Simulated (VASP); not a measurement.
# Yb3InC (Pm-3m) in VASP: notebook

Yb3InC is run at these levels: PBE; tasks: single point.

Program: VASP 6.6.1. These are calculated values, not measurements. Logs are shortened: lines on timing, memory, paths and dates and some standing lists are left out, and cuts for length are marked.

## Step 1: The cell of the first run

The structure is cubic, space group Pm-3m (No. 221). Conventional cell: a = 5.097 Å, b = 5.097 Å, c = 5.097 Å, α = 90.00°, β = 90.00°, γ = 90.00°. Yb (site symmetry 4/mmm) has 2 C at 2.55 Å within 3.4 Å. In (site symmetry m-3m) has 12 Yb at 3.60 Å and 8 C at 4.41 Å within 4.7 Å. Within 3.4 Å of C (site symmetry m-3m) lie 6 Yb at 2.55 Å.

## Step 2: Single point, PBE, collinear spin, ferromagnetic start

INCAR reads:

```
ALGO = Normal
EDIFF = 1E-6
ENCUT = 520
GGA = PE
ISIF = 2
ISMEAR = -1
ISPIN = 2
LASPH = True
LCHARG = False
LMAXMIX = 6
LORBIT = 11
LREAL = False
LWAVE = False
MAGMOM = 1 1 1 0 0
NBANDS = 56
NELM = 150
PREC = Accurate
SIGMA = 0.05
```

KPOINTS reads:

```
k-points
0
Gamma
  5 5 5
```

POSCAR reads:

```
Yb3InC
1.0
    5.0967794143      0.0000000000      0.0000000000
    0.0000000000      5.0967794143      0.0000000000
    0.0000000000      0.0000000000      5.0967794143
Yb In C
3 1 1
Direct
    0.0000000000      0.5000000000      0.5000000000
    0.5000000000      0.5000000000      0.0000000000
    0.5000000000      0.0000000000      0.5000000000
    0.0000000000      0.0000000000      0.0000000000
    0.5000000000      0.5000000000      0.5000000000
```

Potentials or basis: VASP PAW PBE potentials, release 64 (Yb, In_d, C).

The run is started by

```
cat potpaw_PBE.64/Yb/POTCAR potpaw_PBE.64/In_d/POTCAR potpaw_PBE.64/C/POTCAR > POTCAR
mpirun -np 1 vasp_std > vasp.out
```

OUTCAR:

```text
EDIFF = 1E-6
   ENCUT = 520
   GGA = PE
   ISIF = 2
   ISMEAR = -1
   ISPIN = 2
   LASPH = True
   LORBIT = 11
   LREAL = False
   NELM = 150
   PREC = Accurate

 ion  position               nearest neighbor table
   1  0.000  0.500  0.500-   5 2.55   5 2.55   4 3.60   2 3.60   2 3.60   4 3.60   3 3.60   4 3.60
                             4 3.60   2 3.60   3 3.60   3 3.60   2 3.60   3 3.60
   2  0.500  0.500  0.000-   5 2.55   5 2.55   4 3.60   1 3.60   1 3.60   3 3.60   3 3.60   3 3.60
                             4 3.60   3 3.60   1 3.60   4 3.60   1 3.60   4 3.60
   3  0.500  0.000  0.500-   5 2.55   5 2.55   4 3.60   1 3.60   2 3.60   4 3.60   1 3.60   2 3.60
                             2 3.60   2 3.60   1 3.60   4 3.60   4 3.60   1 3.60
   4  0.000  0.000  0.000-   1 3.60   2 3.60   3 3.60   1 3.60   3 3.60   1 3.60   2 3.60   1 3.60
                             2 3.60   3 3.60   3 3.60   2 3.60
   5  0.500  0.500  0.500-   1 2.55   2 2.55   3 2.55   2 2.55   3 2.55   1 2.55

  LATTYP: Found a simple cubic cell.
 ALAT       =     5.0967794143

  Lattice vectors:

 A1 = (   5.0967794143,   0.0000000000,   0.0000000000)
 A2 = (   0.0000000000,   5.0967794143,   0.0000000000)
 A3 = (   0.0000000000,   0.0000000000,   5.0967794143)

Analysis of symmetry for initial positions (statically):
=====================================================================
 Subroutine PRICEL returns:
 Original cell was already a primitive cell.

 Routine SETGRP: Setting up the symmetry group for a
 simple cubic supercell.

 Subroutine GETGRP returns: Found 48 space group operations
 (whereof 48 operations were pure point group operations)
 out of a pool of 48 trial point group operations.

The static configuration has the point symmetry O_h .

Analysis of symmetry for dynamics (positions and initial velocities):
=====================================================================
 Subroutine PRICEL returns:
 Original cell was already a primitive cell.

 Routine SETGRP: Setting up the symmetry group for a
 simple cubic supercell.

 Subroutine GETGRP returns: Found 48 space group operations
 (whereof 48 operations were pure point group operations)
 out of a pool of 48 trial point group operations.

The dynamic configuration has the point symmetry O_h .

Analysis of structural, dynamic, and magnetic symmetry:
=====================================================================
 Subroutine PRICEL returns:
 Original cell was already a primitive cell.

 Routine SETGRP: Setting up the symmetry group for a
 simple cubic supercell.

 Subroutine GETGRP returns: Found 48 space group operations
 (whereof 48 operations were pure point group operations)
 out of a pool of 48 trial point group operations.

The overall configuration has the point symmetry O_h .

 Subroutine INISYM returns: Found 48 space group operations
 (whereof 48 operations are pure point group operations),
 and found     1 'primitive' translations

----------------------------------------------------------------------------------------

                                     Primitive cell

  volume of cell :     132.3999

  direct lattice vectors                    reciprocal lattice vectors
     5.096779414  0.000000000  0.000000000     0.196202331  0.000000000  0.000000000
     0.000000000  5.096779414  0.000000000     0.000000000  0.196202331  0.000000000
     0.000000000  0.000000000  5.096779414     0.000000000  0.000000000  0.196202331

  length of vectors
     5.096779414  5.096779414  5.096779414     0.196202331  0.196202331  0.196202331

  position of ions in fractional coordinates (direct lattice)
     0.000000000  0.500000000  0.500000000
     0.500000000  0.500000000  0.000000000
     0.500000000  0.000000000  0.500000000
     0.000000000  0.000000000  0.000000000
     0.500000000  0.500000000  0.500000000

  ion indices of the primitive-cell ions
   primitive index   ion index
                 1           1
                 2           2
                 3           3
                 4           4
                 5           5

----------------------------------------------------------------------------------------

 KPOINTS: k-points

Automatic generation of k-mesh.
 Grid dimensions read from file:
 generate k-points for:    5    5    5

 Generating k-lattice:

  Cartesian coordinates                     Fractional coordinates (reciprocal lattice)
     0.039240466  0.000000000  0.000000000     0.200000000  0.000000000  0.000000000
     0.000000000  0.039240466  0.000000000     0.000000000  0.200000000  0.000000000
     0.000000000  0.000000000  0.039240466     0.000000000  0.000000000  0.200000000

  Length of vectors
     0.039240466  0.039240466  0.039240466

  Shift w.r.t. Gamma in fractional coordinates (k-lattice)
     0.000000000  0.000000000  0.000000000

 Subroutine IBZKPT returns following result:
 ===========================================

 Found     10 irreducible k-points:

 Following reciprocal coordinates:
            Coordinates               Weight
  0.000000  0.000000  0.000000      1.000000
  0.200000  0.000000  0.000000      6.000000
  0.400000  0.000000  0.000000      6.000000
  0.200000  0.200000  0.000000     12.000000
  0.400000  0.200000  0.000000     24.000000
  0.400000  0.400000  0.000000     12.000000
  0.200000  0.200000  0.200000      8.000000
  0.400000  0.200000  0.200000     24.000000
  0.400000  0.400000  0.200000     24.000000
  0.400000  0.400000  0.400000      8.000000
   k-points           NKPTS =     10   k-points in BZ     NKDIM =     10   number of bands    NBANDS=     56
   number of dos      NEDOS =    301   number of ions     NIONS =      5
   total plane-waves  NPLWV =  64000
   dimension x,y,z NGX =    40 NGY =   40 NGZ =   40
   dimension x,y,z NGXF=    80 NGYF=   80 NGZF=   80
   ions per type =               3   1   1
   NGX,Y,Z   is equivalent  to a cutoff of  13.05, 13.05, 13.05 a.u.
   NGXF,Y,Z  is equivalent  to a cutoff of  26.09, 26.09, 26.09 a.u.
 SYSTEM =  unknown system
   PREC   = accura    normal or accurate (medium, high low for compatibility)
   ISTART =      0    job   : 0-new  1-cont  2-samecut
   ICHARG =      2    charge: 1-file 2-atom 10-const
   ISPIN  =      2    spin polarized calculation?
   LNONCOLLINEAR =      F non collinear calculations
   LSORBIT =      F    spin-orbit coupling
   LASPH  =      T    aspherical Exc in radial PAW
   ENCUT  =  520.0 eV  38.22 Ry    6.18 a.u.   9.48  9.48  9.48*2*pi/ulx,y,z
   NELM   =    150;   NELMIN=  2; NELMDL= -5     # of ELM steps
   EDIFF  = 0.1E-05   stopping-criterion for ELM
   LREAL  =      F    real-space projection
   EDIFFG = 0.1E-04   stopping-criterion for IOM
   NSW    =      0    number of steps for IOM
   IBRION =     -1    ionic relax: 0-MD 1-quasi-New 2-CG
   NFREE  =      0    steps in history (QN), initial steepest desc. (CG)
   ISIF   =      2    stress and relaxation
   ISYM   =      2    0-nonsym 1-usesym 2-fastsym
   POTIM  = 0.5000    time-step for ionic-motion
   TEBEG  =    0.0;   TEEND  =   0.0 temperature during run
   PSTRESS=    0.0 pullay stress
   NELECT =      89.0000    total number of electrons
   NUPDOWN=      -1.0000    fix difference up-down
   EMIN   =  10.00;   EMAX   =-10.00  energy-range for DOS
   EFERMI =   0.00;   METHOD = LEGACY
   ISMEAR =    -1;   SIGMA  =   0.05  broadening in eV -4-tet -1-fermi 0-gaus
   EFERMI_NEDOS =   21; number of points for ismear=-14 and -15
   IALGO  =     38    algorithm
   IMIX   =      4    mixing-type and parameters
     AMIX     =   0.40;   BMIX     =  1.00
     AMIX_MAG =   1.60;   BMIX_MAG =  1.00
  volume/ion in A,a.u.               =      26.48       178.70
  Fermi-wavevector in a.u.,A,eV,Ry     =   1.434088  2.710032 27.981838  2.056607
  Thomas-Fermi vector in A             =   2.553534
   LORBIT       =     11    0 simple, 1 ext, 2 COOP (PROOUT), +10 PAW based schemes
   GGA     = PE    functional components
   LHFCALC =     F    Hartree Fock is set to
   AEXX    =    0.0000 exact exchange contribution
   IVDW    =     0    specifies the selected vdW correction
   LEPSILON=     F    determine dielectric tensor
   LRPA    =     F    only Hartree local field effects (RPA)
 spin polarized calculation
  energy-cutoff  :      520.00
  volume of cell :      132.40
 maximum number of plane-waves:      3587
 NGX is ok and might be reduce to    40
   NGX = 19   NGY = 19   NGZ = 19

 number of electron      89.0000031 magnetization      -0.1986798

 number of electron      89.0000032 magnetization       0.3072570

 Free energy of the ion-electron system (eV)
  ---------------------------------------------------
  ext. energy  EPLUGINS =         0.00000000
  ---------------------------------------------------
  free energy    TOTEN  =       -23.32674746 eV

  energy without entropy =      -23.21722940  energy(sigma->0) =      -23.27198843

 E-fermi :   2.5931     XC(G=0): -10.0060

 val. band max:        2.5834839936   @ k =   0.2000   0.0000   0.0000
 cond. band min:       2.6012583396   @ k =   0.4000   0.0000   0.0000
 fundamental gap:      0.0177743460
 Fermi energy:         2.5930509374

 spin component 1

 k-point     1 :       0.0000    0.0000    0.0000
  band No.  band energies     occupation
      1     -48.8440      1.00000
      2     -48.8200      1.00000
      3     -48.8200      1.00000
      4     -21.2540      1.00000
      5     -21.2540      1.00000
      6     -21.2540      1.00000
[... 48 lines left out ...]
     55       7.1161      0.00000
     56       8.6206      0.00000

 k-point     2 :       0.2000    0.0000    0.0000
  band No.  band energies     occupation
      1     -48.8420      1.00000
      2     -48.8220      1.00000
      3     -48.8200      1.00000
      4     -21.2392      1.00000
      5     -21.2392      1.00000
      6     -21.2341      1.00000
[... 48 lines left out ...]
     55       7.3877      0.00000
     56       8.3507      0.00000
[... 411 lines left out ...]
     55       7.7716      0.00000
     56       7.8655      0.00000

 k-point    10 :       0.4000    0.4000    0.4000
  band No.  band energies     occupation
      1     -48.8295      1.00000
      2     -48.8272      1.00000
      3     -48.8272      1.00000
      4     -21.2857      1.00000
      5     -21.2618      1.00000
      6     -21.2618      1.00000
[... 48 lines left out ...]
     55       7.6099      0.00000
     56       8.3619      0.00000
 Fermi energy:         2.5930509374

 spin component 2

 k-point     1 :       0.0000    0.0000    0.0000
  band No.  band energies     occupation
      1     -48.8153      1.00000
      2     -48.7912      1.00000
      3     -48.7912      1.00000
      4     -21.2352      1.00000
      5     -21.2352      1.00000
      6     -21.2352      1.00000
[... 48 lines left out ...]
     55       7.1293      0.00000
     56       8.6341      0.00000

 k-point     2 :       0.2000    0.0000    0.0000
  band No.  band energies     occupation
      1     -48.8133      1.00000
      2     -48.7932      1.00000
      3     -48.7912      1.00000
      4     -21.2205      1.00000
      5     -21.2205      1.00000
      6     -21.2156      1.00000
[... 48 lines left out ...]
     55       7.4030      0.00000
     56       8.3651      0.00000
[... 411 lines left out ...]
     55       7.7852      0.00000
     56       7.8853      0.00000

 k-point    10 :       0.4000    0.4000    0.4000
  band No.  band energies     occupation
      1     -48.8007      1.00000
      2     -48.7984      1.00000
      3     -48.7984      1.00000
      4     -21.2628      1.00000
      5     -21.2455      1.00000
      6     -21.2455      1.00000
[... 48 lines left out ...]
     55       7.6242      0.00000
     56       8.3817      0.00000

------------------------ aborting loop because EDIFF is reached ----------------------------------------

  FORCE on cell =-STRESS in cart. coord.  units (eV):
  Direction    XX          YY          ZZ          XY          YZ          ZX
  --------------------------------------------------------------------------------------
  -------------------------------------------------------------------------------------
  Total       -4.1652705     -4.1652705     -4.1652705      0.0000000      0.0000000      0.0000000
  in kB      -50.4041487    -50.4041487    -50.4041487      0.0000000      0.0000000      0.0000000
  external PRESSURE =     -50.4041487 kB  Pullay stress =       0.0000000 kB

 VOLUME and BASIS-vectors are now :
 -----------------------------------------------------------------------------
  energy-cutoff  :      520.00
  volume of cell :      132.40
      direct lattice vectors                 reciprocal lattice vectors
     5.096779414  0.000000000  0.000000000     0.196202331  0.000000000  0.000000000
     0.000000000  5.096779414  0.000000000     0.000000000  0.196202331  0.000000000
     0.000000000  0.000000000  5.096779414     0.000000000  0.000000000  0.196202331

 POSITION                                       TOTAL-FORCE (eV/Angst)
 -----------------------------------------------------------------------------------
      0.00000      2.54839      2.54839         0.000000      0.000000      0.000000
      2.54839      2.54839      0.00000         0.000000      0.000000      0.000000
      2.54839      0.00000      2.54839         0.000000      0.000000      0.000000
      0.00000      0.00000      0.00000         0.000000      0.000000      0.000000
      2.54839      2.54839      2.54839         0.000000      0.000000      0.000000
 -----------------------------------------------------------------------------------
    total drift:                                0.000000     -0.000000     -0.000000

  FREE ENERGIE OF THE ION-ELECTRON SYSTEM (eV)
  ---------------------------------------------------
  free  energy   TOTEN  =       -23.3267474607 eV

  energy  without entropy=      -23.2172293956  energy(sigma->0) =      -23.27198843

 total charge

# of ion       s       p       d       f       tot
--------------------------------------------------
    1        2.160   6.041   0.354  13.510  22.065
    2        2.160   6.041   0.354  13.510  22.065
    3        2.160   6.041   0.354  13.510  22.065
    4        0.904   0.647   9.811   0.000  11.362
    5        0.887   1.352   0.000   0.000   2.239
--------------------------------------------------
tot          8.271  20.120  10.874  40.529  79.794

 magnetization (x)

# of ion       s       p       d       f       tot
--------------------------------------------------
    1       -0.000   0.002   0.003   0.061   0.066
    2       -0.000   0.002   0.003   0.061   0.066
    3       -0.000   0.002   0.003   0.061   0.066
    4       -0.000   0.009  -0.000   0.000   0.009
    5        0.001   0.020   0.000   0.000   0.021
--------------------------------------------------
tot          0.000   0.035   0.009   0.183   0.227
```

It took 12 min on 1 thread of Intel Xeon Platinum 8488C (Sapphire Rapids), shared host; peak memory 0.35 GiB.

What came out:

```yaml
Free_energy: -23.3267 eV
Pressure: -5.0 GPa
Net_moment: 0.31 μB per cell
Site_moments: Yb +0.07; In +0.01; C +0.02 μB
Valence_electrons_inside_the_program's_atomic_spheres: Yb 22.07; In 11.36; C 2.24
```

Levels at points of the mesh, in eV from the Fermi level:
Spin up:
| k point | band 40 | band 41 | band 42 | band 43 | band 44 | band 45 | band 46 | band 47 | band 48 | band 49 |
| --- | --- | --- | --- | --- | --- | --- | --- | --- | --- | --- |
| (0.00, 0.00, 0.00) | -0.33 | 0.03 | 0.03 | 0.03 | 0.12 | 0.12 | 1.19 | 1.19 | 1.19 | 1.99 |
Spin down:
| k point | band 42 | band 43 | band 44 | band 45 | band 46 | band 47 |
| --- | --- | --- | --- | --- | --- | --- |
| (0.00, 0.00, 0.00) | 0.08 | 0.08 | 0.14 | 0.14 | 1.21 | 1.21 |

Caveat: the cell stands under tension; spin-orbit coupling is left out, which moves the levels of the heavy elements. The state reached can hang on the start; a lower one may exist.

(Part 1 of 2 ends here.)
